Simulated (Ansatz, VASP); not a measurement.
# B3P: VASP beside Ansatz

File INCAR:

```
SYSTEM = B3P
PREC     = Accurate       ! precision mode
ENCUT    = 600            ! plane-wave cutoff, eV
EDIFF    = 1E-6           ! SCF threshold, eV
ISMEAR   = 0              ! smearing method
SIGMA    = 0.1            ! smearing width, eV
LREAL    = .False.        ! projectors in reciprocal space
LASPH    = .True.         ! aspherical terms in the spheres
NELM     = 60             ! most SCF steps
ALGO     = Normal         ! electronic algorithm
ISIF     = 3              ! what is computed and relaxed
LWAVE    = .False.        ! write WAVECAR
LCHARG   = .False.        ! write CHGCAR
GGA      = PE             ! functional
IBRION   = 2              ! ionic algorithm
NSW      = 90             ! ionic steps
EDIFFG   = -0.04          ! ionic threshold
```

The input KPOINTS:

```
Automatic mesh
0
Gamma
  4 6 6
  0 0 0
```

The input POSCAR:

```
B3P
1.0
    4.4059091962      0.0000000000      0.0000000000
    0.3081417527      3.4095952939      0.0000000000
   -0.1777472640      0.8127669182      2.5467886486
B P
3 1
Direct
    0.4472163920      0.2860161983      0.7727688169
    0.9000423366      0.5639408522      0.5438609644
    0.3841225198      0.4748923206      0.2091027624
    0.2268780843      0.7298372654      0.4795070815
```

Input for Ansatz:

```yaml
crystal:
  lattice:
    - [4.4059091962, 0.0, 0.0]
    - [0.3081417527, 3.4095952939, 0.0]
    - [-0.177747264, 0.8127669182, 2.5467886486]
  atoms:
    - { symbol: B, position: [0.447216392, 0.2860161983, 0.7727688169] }
    - { symbol: B, position: [0.9000423366, 0.5639408522, 0.5438609644] }
    - { symbol: B, position: [0.3841225198, 0.4748923206, 0.2091027624] }
    - { symbol: P, position: [0.2268780843, 0.7298372654, 0.4795070815] }
basis:
  ecutwfc: 420
kpoints:
  mp_grid: { grid: [4, 6, 6] }
hamiltonian:
  xc: pbe
scf:
  occupations: { method: gaussian, width: 0.1 }
  lower_state_search: "off"
output:
  forces: true
  stress: true
  eigenvalues: true
relax:
  adjacent_minimum: "off"
  f_tol: 0.04
  max_steps: 70
  cell: { stress_tol: 0.4 }
```

Alike in both runs: task relaxation of cell and atoms; functional PBE; k mesh 4 × 6 × 6; occupations gaussian, width 0.1 eV; no spin polarisation.

```csv
,VASP,Ansatz
version,VASP 6.6.1,Ansatz 0.2.0
potentials or method,"VASP PAW PBE potentials, release 64 (B, P), cutoff 600 eV","scalar-relativistic, plane waves, PAW"
valence electrons in the cell,14,14
```

|  | VASP | Ansatz | Ansatz less VASP |
| --- | --- | --- | --- |
| gap on the k mesh at the Fermi level, each at its own relaxed structure (eV) | none | none | - |
| relaxed volume (Å³/atom) | 9.50 | 9.06 | -0.447 |
| relaxed cell length with the largest relative difference (Å) | 4.350 | 3.892 | -0.4578 |

A gap of «none» marks a metal or a gap that the smearing closes. One of these differences is far larger than is usual between the two programs; its cause wasn't traced.

The k mesh is coarse, so the values compare programs but aren't converged.
